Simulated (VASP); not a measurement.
# CoAuC4N4 (P-43m) in VASP: notebook

CoAuC4N4 is run at these levels: PBE; tasks: single point.

All numbers are computed with VASP 6.6.1; they aren't measurements. Logs are shortened: lines on timing, memory, paths and dates and some standing lists are left out, and cuts for length are marked.

### Step 1. The cell of the first run

The structure is cubic, space group P-43m (No. 215). The conventional cell has a = 5.883 Å, b = 5.883 Å, c = 5.883 Å, α = 90.00°, β = 90.00°, γ = 90.00°. Co (site symmetry -43m) has 4 C at 1.92 Å within 2.5 Å. Within 1.6 Å of C (site symmetry 3m) lie 1 N at 1.17 Å. Au (site symmetry -43m) has 4 N at 2.01 Å within 2.7 Å. N (site symmetry 3m) has 1 C at 1.17 Å within 1.6 Å.

### Step 2. Single point, PBE, collinear spin, ferromagnetic start

Contents of INCAR:

```
ALGO = Normal ; EDIFF = 1E-7
ENCUT = 520 ; GGA = PE
ISIF = 2 ; ISMEAR = 0
ISPIN = 2 ; LASPH = T
LCHARG = F ; LMAXMIX = 4
LORBIT = 11 ; LREAL = F
LWAVE = F ; MAGMOM = 3 0 0 0 0 0 0 0 0 0
NBANDS = 43 ; NELM = 150
PREC = Accurate ; SIGMA = 0.1
```

Contents of KPOINTS:

```
k-points
0
Gamma
  4 4 4
```

Contents of POSCAR:

```
CoAuC4N4
1.0
    5.8826218900      0.0000000000      0.0000000000
    0.0000000000      5.8826218900      0.0000000000
    0.0000000000      0.0000000000      5.8826218900
Co C Au N
1 4 1 4
Direct
    0.0000000000      0.0000000000      0.0000000000
    0.1881440800      0.1881440800      0.1881440800
    0.1881440800      0.8118559200      0.8118559200
    0.8118559200      0.1881440800      0.8118559200
    0.8118559200      0.8118559200      0.1881440800
    0.5000000000      0.5000000000      0.5000000000
    0.3029738000      0.3029738000      0.3029738000
    0.3029738000      0.6970262000      0.6970262000
    0.6970262000      0.3029738000      0.6970262000
    0.6970262000      0.6970262000      0.3029738000
```

Potentials or basis: VASP PAW PBE potentials, release 64 (Co, C, Au, N).

The run is started by

```bash
> cat potpaw_PBE.64/Co/POTCAR potpaw_PBE.64/C/POTCAR potpaw_PBE.64/Au/POTCAR potpaw_PBE.64/N/POTCAR > POTCAR
> mpirun -np 1 vasp_std > vasp.out
```

OUTCAR:

```text
EDIFF = 1E-7
   ENCUT = 520
   GGA = PE
   ISIF = 2
   ISMEAR = 0
   ISPIN = 2
   LASPH = T
   LORBIT = 11
   LREAL = F
   NELM = 150
   PREC = Accurate

 ion  position               nearest neighbor table
   1  0.000  0.000  0.000-   2 1.92   3 1.92   4 1.92   5 1.92
   2  0.188  0.188  0.188-   7 1.17   1 1.92
   3  0.188  0.812  0.812-   8 1.17   1 1.92
   4  0.812  0.188  0.812-   9 1.17   1 1.92
   5  0.812  0.812  0.188-  10 1.17   1 1.92
   6  0.500  0.500  0.500-   7 2.01   8 2.01   9 2.01  10 2.01
   7  0.303  0.303  0.303-   2 1.17   6 2.01
   8  0.303  0.697  0.697-   3 1.17   6 2.01
   9  0.697  0.303  0.697-   4 1.17   6 2.01
  10  0.697  0.697  0.303-   5 1.17   6 2.01

  LATTYP: Found a simple cubic cell.
 ALAT       =     5.8826218900

  Lattice vectors:

 A1 = (   5.8826218900,   0.0000000000,   0.0000000000)
 A2 = (   0.0000000000,   5.8826218900,   0.0000000000)
 A3 = (   0.0000000000,   0.0000000000,   5.8826218900)

Analysis of symmetry for initial positions (statically):
=====================================================================
 Subroutine PRICEL returns:
 Original cell was already a primitive cell.

 Routine SETGRP: Setting up the symmetry group for a
 simple cubic supercell.

 Subroutine GETGRP returns: Found 24 space group operations
 (whereof 24 operations were pure point group operations)
 out of a pool of 48 trial point group operations.

The static configuration has the point symmetry T_d .

Analysis of symmetry for dynamics (positions and initial velocities):
=====================================================================
 Subroutine PRICEL returns:
 Original cell was already a primitive cell.

 Routine SETGRP: Setting up the symmetry group for a
 simple cubic supercell.

 Subroutine GETGRP returns: Found 24 space group operations
 (whereof 24 operations were pure point group operations)
 out of a pool of 48 trial point group operations.

The dynamic configuration has the point symmetry T_d .

Analysis of structural, dynamic, and magnetic symmetry:
=====================================================================
 Subroutine PRICEL returns:
 Original cell was already a primitive cell.

 Routine SETGRP: Setting up the symmetry group for a
 simple cubic supercell.

 Subroutine GETGRP returns: Found 24 space group operations
 (whereof 24 operations were pure point group operations)
 out of a pool of 48 trial point group operations.

The overall configuration has the point symmetry T_d .

 Subroutine INISYM returns: Found 24 space group operations
 (whereof 24 operations are pure point group operations),
 and found     1 'primitive' translations

----------------------------------------------------------------------------------------

                                     Primitive cell

  volume of cell :     203.5695

  direct lattice vectors                    reciprocal lattice vectors
     5.882621890  0.000000000  0.000000000     0.169992228  0.000000000  0.000000000
     0.000000000  5.882621890  0.000000000     0.000000000  0.169992228  0.000000000
     0.000000000  0.000000000  5.882621890     0.000000000  0.000000000  0.169992228

  length of vectors
     5.882621890  5.882621890  5.882621890     0.169992228  0.169992228  0.169992228

  position of ions in fractional coordinates (direct lattice)
     0.000000000  0.000000000  0.000000000
     0.188144080  0.188144080  0.188144080
     0.188144080  0.811855920  0.811855920
     0.811855920  0.188144080  0.811855920
     0.811855920  0.811855920  0.188144080
     0.500000000  0.500000000  0.500000000
     0.302973800  0.302973800  0.302973800
     0.302973800  0.697026200  0.697026200
     0.697026200  0.302973800  0.697026200
     0.697026200  0.697026200  0.302973800

  ion indices of the primitive-cell ions
   primitive index   ion index
                 1           1
[... 52 lines left out ...]
   dimension x,y,z NGXF=    96 NGYF=   96 NGZF=   96
   ions per type =               1   4   1   4
   NGX,Y,Z   is equivalent  to a cutoff of  13.57, 13.57, 13.57 a.u.
   NGXF,Y,Z  is equivalent  to a cutoff of  27.13, 27.13, 27.13 a.u.
 SYSTEM =  unknown system
   PREC   = accura    normal or accurate (medium, high low for compatibility)
   ISTART =      0    job   : 0-new  1-cont  2-samecut
   ICHARG =      2    charge: 1-file 2-atom 10-const
   ISPIN  =      2    spin polarized calculation?
   LNONCOLLINEAR =      F non collinear calculations
   LSORBIT =      F    spin-orbit coupling
   LASPH  =      T    aspherical Exc in radial PAW
   ENCUT  =  520.0 eV  38.22 Ry    6.18 a.u.  10.94 10.94 10.94*2*pi/ulx,y,z
   NELM   =    150;   NELMIN=  2; NELMDL= -5     # of ELM steps
   EDIFF  = 0.1E-06   stopping-criterion for ELM
   LREAL  =      F    real-space projection
   EDIFFG = 0.1E-05   stopping-criterion for IOM
   NSW    =      0    number of steps for IOM
   IBRION =     -1    ionic relax: 0-MD 1-quasi-New 2-CG
   NFREE  =      0    steps in history (QN), initial steepest desc. (CG)
   ISIF   =      2    stress and relaxation
   ISYM   =      2    0-nonsym 1-usesym 2-fastsym
   POTIM  = 0.5000    time-step for ionic-motion
   TEBEG  =    0.0;   TEEND  =   0.0 temperature during run
   PSTRESS=    0.0 pullay stress
   NELECT =      56.0000    total number of electrons
   NUPDOWN=      -1.0000    fix difference up-down
   EMIN   =  10.00;   EMAX   =-10.00  energy-range for DOS
   EFERMI =   0.00;   METHOD = LEGACY
   ISMEAR =     0;   SIGMA  =   0.10  broadening in eV -4-tet -1-fermi 0-gaus
   EFERMI_NEDOS =   21; number of points for ismear=-14 and -15
   IALGO  =     38    algorithm
   IMIX   =      4    mixing-type and parameters
     AMIX     =   0.40;   BMIX     =  1.00
     AMIX_MAG =   1.60;   BMIX_MAG =  1.00
  volume/ion in A,a.u.               =      20.36       137.38
  Fermi-wavevector in a.u.,A,eV,Ry     =   1.064715  2.012019 15.423800  1.133617
  Thomas-Fermi vector in A             =   2.200242
   LORBIT       =     11    0 simple, 1 ext, 2 COOP (PROOUT), +10 PAW based schemes
   GGA     = PE    functional components
   LHFCALC =     F    Hartree Fock is set to
   AEXX    =    0.0000 exact exchange contribution
   IVDW    =     0    specifies the selected vdW correction
   LEPSILON=     F    determine dielectric tensor
   LRPA    =     F    only Hartree local field effects (RPA)
 spin polarized calculation
 Gauss-broadening in eV      SIGMA  =   0.10
  energy-cutoff  :      520.00
  volume of cell :      203.57
 maximum number of plane-waves:      5520
 NGX is ok and might be reduce to    48
   NGX = 21   NGY = 21   NGZ = 21

 number of electron      56.0000004 magnetization       2.0014567

 Free energy of the ion-electron system (eV)
  ---------------------------------------------------
  ext. energy  EPLUGINS =         0.00000000
  ---------------------------------------------------
  free energy    TOTEN  =       -72.46162639 eV

  energy without entropy =      -72.44900464  energy(sigma->0) =      -72.45531551

 E-fermi :  -1.1601     XC(G=0):  -7.3336

 val. band max:       -1.2915864023   @ k =   0.5000   0.5000   0.2500
 cond. band min:      -1.0965748581   @ k =   0.2500   0.2500   0.2500
 fundamental gap:      0.1950115442
 Fermi energy:        -1.1600920181

 spin component 1

 k-point     1 :       0.0000    0.0000    0.0000
  band No.  band energies     occupation
      1     -18.4746      1.00000
      2     -18.3407      1.00000
      3     -18.3407      1.00000
      4     -18.3407      1.00000
      5      -9.4740      1.00000
      6      -8.7721      1.00000
[... 419 lines left out ...]
     39       5.5496      0.00000
     40       6.9306      0.00000
 Fermi energy:        -1.1600920181

 spin component 2

 k-point     1 :       0.0000    0.0000    0.0000
  band No.  band energies     occupation
      1     -18.4430      1.00000
      2     -18.3094      1.00000
      3     -18.3094      1.00000
      4     -18.3094      1.00000
      5      -9.4548      1.00000
      6      -8.8006      1.00000
[... 419 lines left out ...]
     39       5.4908      0.00000
     40       6.9702      0.00000
 [bands above 40 left out]

------------------------ aborting loop because EDIFF is reached ----------------------------------------

  FORCE on cell =-STRESS in cart. coord.  units (eV):
  Direction    XX          YY          ZZ          XY          YZ          ZX
  --------------------------------------------------------------------------------------
  -------------------------------------------------------------------------------------
  Total        4.7233748      4.7233748      4.7233748      0.0000000      0.0000000      0.0000000
  in kB       37.1749320     37.1749320     37.1749320      0.0000000      0.0000000      0.0000000
  external PRESSURE =      37.1749320 kB  Pullay stress =       0.0000000 kB

 VOLUME and BASIS-vectors are now :
 -----------------------------------------------------------------------------
  energy-cutoff  :      520.00
  volume of cell :      203.57
      direct lattice vectors                 reciprocal lattice vectors
     5.882621890  0.000000000  0.000000000     0.169992228  0.000000000  0.000000000
     0.000000000  5.882621890  0.000000000     0.000000000  0.169992228  0.000000000
     0.000000000  0.000000000  5.882621890     0.000000000  0.000000000  0.169992228

 POSITION                                       TOTAL-FORCE (eV/Angst)
 -----------------------------------------------------------------------------------
      0.00000      0.00000      0.00000         0.000000      0.000000      0.000000
      1.10678      1.10678      1.10678        -0.630209     -0.630209     -0.630209
      1.10678      4.77584      4.77584        -0.630209      0.630209      0.630209
      4.77584      1.10678      4.77584         0.630209     -0.630209      0.630209
      4.77584      4.77584      1.10678         0.630209      0.630209     -0.630209
      2.94131      2.94131      2.94131         0.000000      0.000000      0.000000
      1.78228      1.78228      1.78228        -0.486893     -0.486893     -0.486893
      1.78228      4.10034      4.10034        -0.486893      0.486893      0.486893
      4.10034      1.78228      4.10034         0.486893     -0.486893      0.486893
      4.10034      4.10034      1.78228         0.486893      0.486893     -0.486893
 -----------------------------------------------------------------------------------
    total drift:                               -0.000000     -0.000000     -0.000000

  FREE ENERGIE OF THE ION-ELECTRON SYSTEM (eV)
  ---------------------------------------------------
  free  energy   TOTEN  =       -72.4616263911 eV

  energy  without entropy=      -72.4490046386  energy(sigma->0) =      -72.45531551

 total charge

# of ion       s       p       d       tot
------------------------------------------
    1        0.491   0.656   7.159   8.306
    2        0.962   1.624   0.000   2.585
    3        0.962   1.624   0.000   2.585
    4        0.962   1.624   0.000   2.585
    5        0.962   1.624   0.000   2.585
    6        0.510   0.633   8.643   9.785
    7        1.301   2.578   0.000   3.879
    8        1.301   2.578   0.000   3.879
    9        1.301   2.578   0.000   3.879
   10        1.301   2.578   0.000   3.879
--------------------------------------------------
tot         10.050  18.095  15.801  43.947

 magnetization (x)

# of ion       s       p       d       tot
------------------------------------------
    1        0.010   0.118   1.721   1.849
    2        0.013  -0.006   0.000   0.007
    3        0.013  -0.006   0.000   0.007
    4        0.013  -0.006   0.000   0.007
    5        0.013  -0.006   0.000   0.007
    6        0.001  -0.022  -0.204  -0.224
    7        0.000   0.019   0.000   0.019
    8        0.000   0.019   0.000   0.019
    9        0.000   0.019   0.000   0.019
   10        0.000   0.019   0.000   0.019
--------------------------------------------------
tot          0.064   0.146   1.517   1.727
```

It took 3.5 min on 1 thread of Intel Xeon Platinum 8488C (Sapphire Rapids), shared host; peak memory 0.49 GiB.

What came out:

* Free energy: -72.4616 eV
* Pressure: 3.7 GPa
* Largest force: 1.092 eV/Å
* Band gap on the k mesh: zero (filled and empty bands overlap)
* Net moment: 2.00 μB per cell
* Site moments: Co +1.85; C +0.01; Au -0.22; N +0.02 μB
* Valence electrons inside the program's atomic spheres: Co 8.31; C 2.58; Au 9.79; N 3.88

Forces in eV/Å, atoms in the order of the input:
```
Co   0.000  0.000  0.000
C   -0.630 -0.630 -0.630
C   -0.630  0.630  0.630
C    0.630 -0.630  0.630
C    0.630  0.630 -0.630
Au   0.000  0.000  0.000
N   -0.487 -0.487 -0.487
N   -0.487  0.487  0.487
N    0.487 -0.487  0.487
N    0.487  0.487 -0.487
```

Caveat: the cell stands under pressure; spin-orbit coupling is left out, which moves the levels of the heavy elements; a cell with one magnetic atom can't hold antiferromagnetic order, which such compounds often take; forces of over 1 eV/Å act on the atoms, so gaps and moduli don't describe the material at rest. With open d or f shells a metallic result of PBE can be an artefact of self-interaction; +U or a hybrid may open a gap.

### Step 3. Single point, PBE, collinear spin, ferromagnetic start

This run uses another cell than the first one, of 21.57 Å³/atom.

Contents of INCAR:

```
SYSTEM = CoAuC4N4
PREC = Accurate
ENCUT = 520
EDIFF = 1E-6
ISMEAR = 0
SIGMA = 0.1
LREAL = .False.
LASPH = .True.
NELM = 150
ALGO = Normal
ISIF = 2
LWAVE = .False.
LCHARG = .True.
ISPIN = 2
MAGMOM = 3 0 0 0 0 0 0 0 0 0
LORBIT = 11
LMAXMIX = 4
GGA = PE
LELF = .True.
LVHAR = .True.
NBANDS = 43
```

Contents of KPOINTS:

```
Automatic mesh
0
Gamma
  4 4 4
  0 0 0
```

Contents of POSCAR:

```
CoAuC4N4
1.0
    5.9972057362      0.0000000000      0.0000000000
    0.0000000000      5.9972057362      0.0000000000
    0.0000000000      0.0000000000      5.9972057362
Co C Au N
1 4 1 4
Direct
    0.0000000000      0.0000000000      0.0000000000
    0.1815115156      0.1815115156      0.1815115156
    0.1815115156      0.8184884844      0.8184884844
    0.8184884844      0.1815115156      0.8184884844
    0.8184884844      0.8184884844      0.1815115156
    0.5000000000      0.5000000000      0.5000000000
    0.2943690821      0.2943690821      0.2943690821
    0.2943690821      0.7056309179      0.7056309179
    0.7056309179      0.2943690821      0.7056309179
    0.7056309179      0.7056309179      0.2943690821
```

Potentials or basis: VASP PAW PBE potentials, release 64 (Co, C, Au, N).

The run is started by

```bash
> cat potpaw_PBE.64/Co/POTCAR potpaw_PBE.64/C/POTCAR potpaw_PBE.64/Au/POTCAR potpaw_PBE.64/N/POTCAR > POTCAR
> mpirun -np 1 vasp_std > vasp.out
```

Run time: 3.1 min. Hardware: 1 thread of Intel Xeon Platinum 8488C (Sapphire Rapids), shared host; peak memory 0.5 GiB.

It converged, with:

```
Free energy                                           : -72.8649 eV
Pressure                                              : 0.5 GPa
Largest force                                         : 0.368 eV/Å
Band gap on the k mesh                                : zero (filled and empty bands overlap)
Net moment                                            : 2.00 μB per cell
Site moments                                          : Co +1.76; C +0.01; Au -0.23; N +0.03 μB
Valence electrons inside the program's atomic spheres : Co 8.42; C 2.59; Au 9.52; N 3.85
```

Forces in eV/Å, atoms in the order of the input:
```
Co   0.000  0.000  0.000
C   -0.209 -0.209 -0.209
C   -0.209  0.209  0.209
C    0.209 -0.209  0.209
C    0.209  0.209 -0.209
Au   0.000  0.000  0.000
N    0.213  0.213  0.213
N    0.213 -0.213 -0.213
N   -0.213  0.213 -0.213
N   -0.213 -0.213  0.213
```

Levels at points of the mesh, in eV from the Fermi level:
Spin up:
```
           k point  band 26  band 27  band 28  band 29  band 30  band 31  band 32  band 33
(0.00, 0.00, 0.00)    -0.65    -0.65    -0.53    -0.53    -0.53     4.90     4.90     4.90
(0.50, 0.00, 0.00)    -1.13    -0.41    -0.34     0.12     0.12     4.80     4.80     5.13
(0.50, 0.50, 0.00)    -1.07    -0.45    -0.36     0.08     0.08     4.93     5.04     5.04
(0.50, 0.50, 0.50)    -0.61    -0.61    -0.49    -0.49    -0.49     5.19     5.19     5.19
```
Spin down:
```csv
k point,band 24,band 25,band 26,band 27,band 28,band 29,band 30,band 31
"(0.00, 0.00, 0.00)",-0.68,-0.68,-0.53,-0.53,0.84,0.84,0.84,5.23
"(0.50, 0.00, 0.00)",-0.72,-0.72,-0.71,-0.25,0.98,1.11,1.11,5.15
"(0.50, 0.50, 0.00)",-0.70,-0.67,-0.67,-0.26,0.99,1.09,1.09,5.14
"(0.50, 0.50, 0.50)",-0.62,-0.62,-0.46,-0.46,0.90,0.90,0.90,5.55
```

Caveat: spin-orbit coupling is left out, which moves the levels of the heavy elements; a cell with one magnetic atom can't hold antiferromagnetic order, which such compounds often take. With open d or f shells a metallic result of PBE can be an artefact of self-interaction; +U or a hybrid may open a gap.
